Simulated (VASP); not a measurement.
Crystal: NiO.

```
CELL_PARAMETERS angstrom
0.00000 2.04332 2.04332
2.04332 0.00000 2.04332
2.04332 2.04332 0.00000
ATOMIC_POSITIONS crystal
Ni 0.00000 0.00000 0.00000
O 0.50000 0.50000 0.50000
```

Program: VASP 6.6.1. Alike in all runs: task single point; spin collinear, ferromagnetic start; cell as given; k mesh 11 × 11 × 11; cutoff (eV) 520; smearing fermi-dirac 0.05 eV.

Q: Order these runs on this cell by their pressure, lowest first.
A. level PBEsol+D3(BJ); potentials or basis VASP PAW PBE potentials, release 64 (Ni, O)
B. level BLYP+D3(BJ); potentials or basis VASP PAW PBE potentials, release 64 (Ni, O)
C. level BLYP+D4; potentials or basis VASP PAW PBE potentials, release 64 (Ni, O)
D. level RPBE; potentials or basis VASP PAW PBE potentials, release 64 (Ni, O)
E. level LDA; potentials or basis VASP PAW LDA potentials, release 64 (Ni, O)

A: E (-7.4 GPa), A (0.7 GPa), C (19.5 GPa), B (21.4 GPa), D (26.5 GPa).

Caveats: the PAW data sets were made with another functional, which shifts forces and pressure a little (at least some runs); a cell with one magnetic atom can't hold antiferromagnetic order, which such compounds often take (at least some runs); the cell stands under pressure (at least some runs); the cell stands under tension (at least some runs).
